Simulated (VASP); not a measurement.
Here is a VASP 6.6.1 calculation.

INCAR

```
SYSTEM = Si16Ni16H
PREC = Accurate
ENCUT = 520
EDIFF = 1E-6
ISMEAR = 1
SIGMA = 0.1
LREAL = Auto
LASPH = .True.
NELM = 80
ALGO = Normal
ISIF = 2
LWAVE = .False.
LCHARG = .False.
GGA = PE
NBANDS = 134
```

The input KPOINTS:

```
regular mesh
0
Gamma
  1 1 1
  0 0 0
```

File POSCAR:

```
Si16Ni16H
1.0
   -5.1384090200      3.3970617200      5.5985037800
    5.1384090200     -3.3970617200      5.5985037800
    5.1384090200      3.3970617200     -5.5985037800
Si Ni H
16 16 1
Direct
    0.1716666028      0.2073829218      0.7865247025
    0.1744422307      0.7073979659      0.2861569655
    0.6716637168      0.2073746582      0.2865618787
    0.6720884445      0.7073996091      0.7838269913
    0.3360200174      0.2928976772      0.2077138583
    0.3461223523      0.8067431823      0.7114596099
    0.8350345014      0.2916909019      0.7075012811
    0.8362295336      0.7954024029      0.2099512761
    0.3388219429      0.1179159153      0.5379570919
    0.3370056951      0.6194465178      0.0396192691
    0.8308063561      0.1178706029      0.0299407322
    0.8306321905      0.6194184952      0.5332478454
    0.1698079013      0.3648037474      0.4458946225
    0.1735731088      0.8821033180      0.9593335970
    0.6731806679      0.3817604205      0.9594218439
    0.6742057972      0.8807537026      0.4574228959
    0.4734885888      0.1035424235      0.8809556267
    0.4711845565      0.5975398491      0.3772034516
    0.9718159383      0.0970591983      0.3760945416
    0.9726653861      0.5982532410      0.8764389032
    0.0355530612      0.4031055266      0.1162332785
    0.0372006717      0.9026214230      0.6173921356
    0.5377406420      0.4031317280      0.6184061629
    0.5360719351      0.9026464961      0.1162679268
    0.0350918145      0.4089386391      0.6246102644
    0.0363031678      0.9120306312      0.1265940057
    0.5365149400      0.4135745052      0.1279020572
    0.5392801998      0.9138631731      0.6254402971
    0.4715795474      0.0876595059      0.3659320925
    0.4733877445      0.5911716356      0.8687900763
    0.9725938967      0.0876655689      0.8669454962
    0.9731623657      0.5911610238      0.3685395343
    0.1927721782      0.5776106290      0.6355372491
```

Potentials or basis: VASP PAW PBE potentials, release 64 (Si, Ni, H).

Launch:

```sh
$ cat potpaw_PBE.64/Si/POTCAR potpaw_PBE.64/Ni/POTCAR potpaw_PBE.64/H/POTCAR > POTCAR
$ mpirun -np 1 vasp_gam > vasp.out
```

Task: Predict the largest force.

Result: 0.019 eV/Å.

Task: What does it give for the pressure?

Result: 0.1 GPa.

Forces in eV/Å, atoms in the order of the input:
```
Si   0.000  0.002  0.007
Si   0.004  0.003  0.000
Si   0.000 -0.002  0.008
Si   0.004 -0.004  0.001
Si  -0.007 -0.001 -0.009
Si  -0.007  0.000 -0.009
Si   0.005  0.001 -0.008
Si  -0.005  0.001 -0.011
Si  -0.009 -0.003 -0.003
Si   0.010  0.001 -0.005
Si  -0.007  0.002 -0.001
Si   0.010  0.000 -0.002
Si   0.009  0.000  0.004
Si  -0.004  0.001  0.009
Si   0.005  0.000  0.010
Si  -0.003  0.000  0.005
Ni   0.017 -0.002 -0.002
Ni   0.011  0.000 -0.004
Ni   0.004  0.000 -0.007
Ni   0.011  0.000 -0.011
Ni  -0.008  0.000  0.006
Ni  -0.010 -0.003  0.005
Ni  -0.009  0.000  0.004
Ni  -0.011  0.003  0.003
Ni   0.015  0.002 -0.004
Ni   0.011  0.000  0.007
Ni   0.006 -0.001  0.010
Ni   0.011  0.000  0.000
Ni  -0.015 -0.001 -0.005
Ni  -0.014  0.013 -0.004
Ni  -0.015 -0.001 -0.005
Ni  -0.012 -0.013 -0.004
H    0.003  0.001  0.017
```

Caveat: the k points lie up to 1.11 Å⁻¹ apart. Spin polarisation is off, so any magnetic state and its effect on volume and gap are missing.
